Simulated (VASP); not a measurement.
# NiO (R-3m) in VASP: single point with PBE

Aim: the single point of NiO with PBE.

Program: VASP 6.6.1. These are calculated values, not measurements. Logs are shortened: lines on timing, memory, paths and dates and some standing lists are left out, and cuts for length are marked.

**1. The cell of the first run**

Symmetry: R-3m, No. 166, trigonal system. The conventional cell has a = 2.949 Å, b = 2.949 Å, c = 14.445 Å, α = 90.00°, β = 90.00°, γ = 120.00°. Within 2.8 Å of Ni (site symmetry -3m) lie 6 O at 2.12 Å. Within 2.7 Å of Ni (site symmetry -3m) lie 6 O at 2.05 Å. O (site symmetry 3m) has 6 Ni at 2.05 to 2.12 Å within 2.7 Å.

**2. Single point, PBE, collinear spin, antiferromagnetic start**

Input file INCAR:

```
ALGO = Normal
EDIFF = 1E-6
ENCUT = 600
GGA = PE
GGA_COMPAT = False
ISIF = 2
ISMEAR = 0
ISPIN = 2
LASPH = True
LCHARG = False
LMAXMIX = 4
LORBIT = 11
LREAL = False
LWAVE = False
MAGMOM = 2 -2 0 0
NBANDS = 28
NELM = 200
PREC = Accurate
SIGMA = 0.01
```

Input file KPOINTS:

```
k-points
0
Gamma
  4 4 4
```

Input file POSCAR:

```
NiO
1.0
    4.1700000000      2.0850000000      2.0850000000
    2.0850000000      4.1700000000      2.0850000000
    2.0850000000      2.0850000000      4.1700000000
Ni O
2 2
Direct
    0.0000000000      0.0000000000      0.0000000000
    0.5000000000      0.5000000000      0.5000000000
    0.2458464009      0.2458464009      0.2458464009
    0.7541535991      0.7541535991      0.7541535991
```

Potentials or basis: VASP PAW PBE potentials, release 64 (Ni, O).

On the command line:

```bash
$ cat potpaw_PBE.64/Ni/POTCAR potpaw_PBE.64/O/POTCAR > POTCAR
$ mpirun -np 1 vasp_std > vasp.out
```

OUTCAR:

```text
EDIFF = 1E-6
   ENCUT = 600
   GGA = PE
   ISIF = 2
   ISMEAR = 0
   ISPIN = 2
   LASPH = True
   LORBIT = 11
   LREAL = False
   NELM = 200
   PREC = Accurate

 ion  position               nearest neighbor table
   1  0.000  0.000  0.000-   4 2.12   4 2.12   3 2.12   3 2.12   4 2.12   3 2.12   2 2.95   2 2.95
                             2 2.95   2 2.95   2 2.95   2 2.95
   2  0.500  0.500  0.500-   3 2.05   4 2.05   3 2.05   3 2.05   4 2.05   4 2.05   1 2.95   1 2.95
                             1 2.95   1 2.95   1 2.95   1 2.95
   3  0.246  0.246  0.246-   2 2.05   2 2.05   2 2.05   1 2.12   1 2.12   1 2.12
   4  0.754  0.754  0.754-   2 2.05   2 2.05   2 2.05   1 2.12   1 2.12   1 2.12

  LATTYP: Found a trigonal (rhomboedric) cell.
 ALAT       =     5.1071861137
 COS(alpha) =     0.8333333333

  Lattice vectors:

 A1 = (   4.1700000000,   2.0850000000,   2.0850000000)
 A2 = (   2.0850000000,   4.1700000000,   2.0850000000)
 A3 = (   2.0850000000,   2.0850000000,   4.1700000000)

Analysis of symmetry for initial positions (statically):
=====================================================================
 Subroutine PRICEL returns:
 Original cell was already a primitive cell.

 Routine SETGRP: Setting up the symmetry group for a
 trigonal (rhombohedral) supercell.

 Subroutine GETGRP returns: Found 12 space group operations
 (whereof 12 operations were pure point group operations)
 out of a pool of 12 trial point group operations.

The static configuration has the point symmetry D_3d.

Analysis of symmetry for dynamics (positions and initial velocities):
=====================================================================
 Subroutine PRICEL returns:
 Original cell was already a primitive cell.

 Routine SETGRP: Setting up the symmetry group for a
 trigonal (rhombohedral) supercell.

 Subroutine GETGRP returns: Found 12 space group operations
 (whereof 12 operations were pure point group operations)
 out of a pool of 12 trial point group operations.

The dynamic configuration has the point symmetry D_3d.

Analysis of structural, dynamic, and magnetic symmetry:
=====================================================================
 Subroutine PRICEL returns:
 Original cell was already a primitive cell.

[... 122 lines left out ...]
  Thomas-Fermi vector in A             =   2.672104
   LORBIT       =     11    0 simple, 1 ext, 2 COOP (PROOUT), +10 PAW based schemes
   GGA     = PE    functional components
   LHFCALC =     F    Hartree Fock is set to
   AEXX    =    0.0000 exact exchange contribution
   IVDW    =     0    specifies the selected vdW correction
   LEPSILON=     F    determine dielectric tensor
   LRPA    =     F    only Hartree local field effects (RPA)
 spin polarized calculation
 Gauss-broadening in eV      SIGMA  =   0.01
  energy-cutoff  :      600.00
  volume of cell :       36.26
 maximum number of plane-waves:      1230
 NGX is ok and might be reduce to    42
   NGX = 21   NGY = 21   NGZ = 21

 number of electron      32.0000004 magnetization      -0.0000161

 number of electron      32.0000004 magnetization       0.0001514

 Free energy of the ion-electron system (eV)
  ---------------------------------------------------
  ext. energy  EPLUGINS =         0.00000000
  ---------------------------------------------------
  free energy    TOTEN  =       -23.40745173 eV

  energy without entropy =      -23.40745173  energy(sigma->0) =      -23.40745173

 E-fermi :   7.6406     XC(G=0): -12.7048

 val. band max:        7.5825175237   @ k =   0.5000   0.5000   0.5000
 cond. band min:       8.2985193667   @ k =   0.5000   0.2500   0.2500
 fundamental gap:      0.7160018430
 Fermi energy:         7.6406406527

 spin component 1

 k-point     1 :       0.0000    0.0000    0.0000
  band No.  band energies     occupation
      1     -12.2850      1.00000
      2     -10.8500      1.00000
      3      -0.1339      1.00000
      4       2.5173      1.00000
      5       2.5174      1.00000
      6       5.1423      1.00000
[... 392 lines left out ...]
     27      28.4721      0.00000
     28      28.5851      0.00000
 Fermi energy:         7.6406406527

 spin component 2

 k-point     1 :       0.0000    0.0000    0.0000
  band No.  band energies     occupation
      1     -12.2902      1.00000
      2     -10.8519      1.00000
      3      -0.1327      1.00000
      4       2.3584      1.00000
      5       2.3585      1.00000
      6       5.1450      1.00000
[... 392 lines left out ...]
     27      28.4004      0.00000
     28      28.6438      0.00000

------------------------ aborting loop because EDIFF is reached ----------------------------------------

  FORCE on cell =-STRESS in cart. coord.  units (eV):
  Direction    XX          YY          ZZ          XY          YZ          ZX
  --------------------------------------------------------------------------------------
  -------------------------------------------------------------------------------------
  Total        0.8225916      0.8225916      0.8225916     -0.0912631     -0.0912631     -0.0912631
  in kB       36.3510248     36.3510248     36.3510248     -4.0329925     -4.0329925     -4.0329925
  external PRESSURE =      36.3510248 kB  Pullay stress =       0.0000000 kB

 VOLUME and BASIS-vectors are now :
 -----------------------------------------------------------------------------
  energy-cutoff  :      600.00
  volume of cell :       36.26
      direct lattice vectors                 reciprocal lattice vectors
     4.170000000  2.085000000  2.085000000     0.359712230 -0.119904077 -0.119904077
     2.085000000  4.170000000  2.085000000    -0.119904077  0.359712230 -0.119904077
     2.085000000  2.085000000  4.170000000    -0.119904077 -0.119904077  0.359712230

 POSITION                                       TOTAL-FORCE (eV/Angst)
 -----------------------------------------------------------------------------------
      0.00000      0.00000      0.00000         0.000000     -0.000000     -0.000000
      4.17000      4.17000      4.17000         0.000000     -0.000000      0.000000
      2.05036      2.05036      2.05036         0.391008      0.391008      0.391008
      6.28964      6.28964      6.28964        -0.391008     -0.391008     -0.391008
 -----------------------------------------------------------------------------------
    total drift:                               -0.000000     -0.000000     -0.000000

  FREE ENERGIE OF THE ION-ELECTRON SYSTEM (eV)
  ---------------------------------------------------
  free  energy   TOTEN  =       -23.4074517276 eV

  energy  without entropy=      -23.4074517276  energy(sigma->0) =      -23.40745173

 total charge

# of ion       s       p       d       tot
------------------------------------------
    1        0.313   0.372   8.260   8.946
    2        0.348   0.446   8.271   9.066
    3        1.558   3.419   0.000   4.977
    4        1.558   3.419   0.000   4.977
--------------------------------------------------
tot          3.776   7.656  16.532  27.965

 magnetization (x)

# of ion       s       p       d       tot
------------------------------------------
    1       -0.012  -0.016   1.392   1.364
    2        0.009   0.014  -1.373  -1.351
    3       -0.003   0.004   0.000   0.001
    4       -0.003   0.004   0.000   0.001
--------------------------------------------------
tot         -0.009   0.007   0.018   0.016
```

stdout:

```text
POSCAR found type information on POSCAR NiO
 POSCAR found :  2 types and       4 ions
 scaLAPACK will be used
 LDA part: xc-table for (Slater+PW92), standard interpolation
 POSCAR, INCAR and KPOINTS ok, starting setup
 FFT: planning ... GRIDC
 FFT: planning ... GRID_SOFT
 FFT: planning ... GRID
 WAVECAR not read
 entering main loop
```

Run time: 3.6 min. Hardware: 1 thread of Intel Xeon 8259CL, shared host; peak memory 0.32 GiB.

What came out:

```yaml
Free_energy: -23.4075 eV
Pressure: 3.6 GPa
Largest_force: 0.677 eV/Å
Band_gap_on_the_k_mesh: 0.72 eV
Net_moment: 0.00 μB per cell
Site_moments: Ni +1.36, -1.35; O +0.00 μB
Valence_electrons_inside_the_program's_atomic_spheres: Ni 8.95, 9.07; O 4.98
```

Forces in eV/Å, atoms in the order of the input:
```
Ni   0.000  0.000  0.000
Ni   0.000  0.000  0.000
O    0.391  0.391  0.391
O   -0.391 -0.391 -0.391
```

Stress tensor (GPa, compression positive):
```
 3.64 -0.40 -0.40
-0.40  3.64 -0.40
-0.40 -0.40  3.64
```

Caveat: the k points lie up to 0.62 Å⁻¹ apart.
